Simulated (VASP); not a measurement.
Here is a VASP 6.6.1 calculation.

The input INCAR:

```
ALGO     = Normal         # electronic algorithm
EDIFF    = 1E-7           # SCF threshold, eV
ENCUT    = 520            # plane-wave cutoff, eV
GGA      = PS             # functional
ISIF     = 2              # what is computed and relaxed
ISMEAR   = -1             # smearing method
LASPH    = True           # aspherical terms in the spheres
LCHARG   = True           # write CHGCAR
LELF     = True           # ELF
LREAL    = False          # projectors in reciprocal space
LVHAR    = True         
LWAVE    = False          # write WAVECAR
NBANDS   = 29             # bands
NELM     = 100            # most SCF steps
PREC     = Accurate       # precision mode
SIGMA    = 0.03           # smearing width, eV
```

Contents of KPOINTS:

```
k-points
0
Gamma
  4 4 4
```

File POSCAR:

```
NaPbI3
1.0
    6.2249965242      0.0000000000      0.0000000000
    0.0000000000      6.2249965242      0.0000000000
    0.0000000000      0.0000000000      6.2249965242
Na Pb I
1 1 3
Direct
    0.0000000000      0.0000000000      0.0000000000
    0.5000000000      0.5000000000      0.5000000000
    0.5000000000      0.5000000000      0.0000000000
    0.5000000000      0.0000000000      0.5000000000
    0.0000000000      0.5000000000      0.5000000000
```

Potentials or basis: VASP PAW PBE potentials, release 64 (Na_pv, Pb_d, I).

Command:

```console
$ cat potpaw_PBE.64/Na_pv/POTCAR potpaw_PBE.64/Pb_d/POTCAR potpaw_PBE.64/I/POTCAR > POTCAR
$ mpirun -np 1 vasp_std > vasp.out
```

(1) Estimate the band gap on the k mesh.

(2) Predict the pressure.

Answers

(1) 1.15 eV, direct.

(2) 0.0 GPa.

Caveat: the PAW data sets were made with another functional, which shifts forces and pressure a little; spin-orbit coupling is left out, which moves the levels of the heavy elements.
